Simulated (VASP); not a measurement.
A run of VASP 6.6.1 is set up as follows.

The input INCAR:

```
  ALGO = Normal
  EDIFF = 1E-6
  EDIFFG = -0.01
  ENCUT = 520
  GGA = PE
  IBRION = 2
  ISIF = 2
  ISMEAR = 0
  LASPH = True
  LCHARG = False
  LREAL = False
  LWAVE = False
  NELM = 80
  NSW = 50
  PREC = Accurate
  SIGMA = 0.01
```

File KPOINTS:

```
k-points
0
Gamma
  8 8 8
```

File POSCAR:

```
CaB6
1.0
    4.2292700971      0.0000000000      0.0000000000
    0.0000000000      4.2292700971      0.0000000000
    0.0000000000      0.0000000000      4.2292700971
Ca B
1 6
Direct
    0.0000000000      0.0000000000      0.0000000000
    0.2023600585      0.5000000000      0.5000000000
    0.5000000000      0.2023600585      0.5000000000
    0.7976399415      0.5000000000      0.5000000000
    0.5000000000      0.7976399415      0.5000000000
    0.5000000000      0.5000000000      0.2023600585
    0.5000000000      0.5000000000      0.7976399415
```

Potentials or basis: VASP PAW PBE potentials, release 64 (Ca_sv, B).

Run with:

```sh
$ cat potpaw_PBE.64/Ca_sv/POTCAR potpaw_PBE.64/B/POTCAR > POTCAR
$ mpirun -np 1 vasp_std > vasp.out
```

Q: What does it give for the band gap on the k mesh?

A: 0.02 eV.

Q: Estimate the energy gained by relaxing.

A: 0.2 meV/atom.

Final structure:
```yaml
crystal:
  lattice:
    - [4.22927, 0.00000, 0.00000]
    - [0.00000, 4.22927, 0.00000]
    - [0.00000, 0.00000, 4.22927]
  atoms:
    - { symbol: Ca, position: [0.00000, 0.00000, 0.00000] }
    - { symbol: B, position: [0.20301, 0.50000, 0.50000] }
    - { symbol: B, position: [0.50000, 0.20301, 0.50000] }
    - { symbol: B, position: [0.79699, 0.50000, 0.50000] }
    - { symbol: B, position: [0.50000, 0.79699, 0.50000] }
    - { symbol: B, position: [0.50000, 0.50000, 0.20301] }
    - { symbol: B, position: [0.50000, 0.50000, 0.79699] }
```

A k mesh can miss the band edges.
